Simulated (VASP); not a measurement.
Na4Li2Hg: single point with PBE

The system is Na4Li2Hg.

```xyz
7
Lattice="-2.8432 2.8432 8.0366 2.8432 -2.8432 8.0366 2.8432 2.8432 -8.0366" Properties=species:S:1:pos:R:3 pbc="T T T"
Na    0.0000    2.8432    0.0000
Na    2.8432    0.0000    0.0000
Na    0.0000    0.0000    3.0380
Na    0.0000    0.0000   13.0352
Li    0.0000    0.0000    6.4023
Li    0.0000    0.0000    9.6710
Hg    0.0000    0.0000    0.0000
```

```yaml
Program: VASP 6.6.1
Task: single point
Functional: PBE
Potentials_or_basis: VASP PAW PBE potentials, release 64 (Na_pv, Li_sv, Hg)
Cutoff: 520 eV
k_mesh: 6 × 6 × 6
Occupations: gaussian, width 0.1 eV
Spin: no spin polarisation
Dipole_correction: no
Further_INCAR_settings: ALGO = Fast; EDIFF = 1e-06; NBANDS = 32
```

* Largest force: 0.013 eV/Å
* Band gap on the k mesh: zero (bands 23 and 24 overlap by 0.69 eV)

Forces on the atoms (eV/Å):
```
Na   0.000  0.000  0.000
Na   0.000  0.000  0.000
Na   0.000  0.000 -0.003
Na   0.000  0.000  0.003
Li   0.000  0.000 -0.013
Li   0.000  0.000  0.013
Hg   0.000  0.000  0.000
```

Levels at points of the mesh, in eV from the Fermi level:
```
           k point  band 20  band 21  band 22  band 23  band 24  band 25  band 26  band 27
(0.00, 0.00, 0.00)    -5.24    -1.44    -0.90     0.02     0.49     0.49     2.00     2.15
(0.50, 0.00, 0.00)    -4.90    -2.02    -0.80    -0.60     0.88     1.10     1.33     1.93
(0.50, 0.50, 0.00)    -4.62    -1.14    -0.97    -0.70    -0.12     0.39     0.86     0.98
(0.50, 0.50, 0.50)    -5.20    -2.11    -0.42     0.38     0.38     1.36     1.59     2.54
```

Wall time 13 min on 1 thread of Intel(R) Xeon(R) 6975P-C (Granite Rapids), with other jobs on the host, peak memory 0.83 GiB.

Caveat: spin-orbit coupling is left out, which moves the levels of the heavy elements.
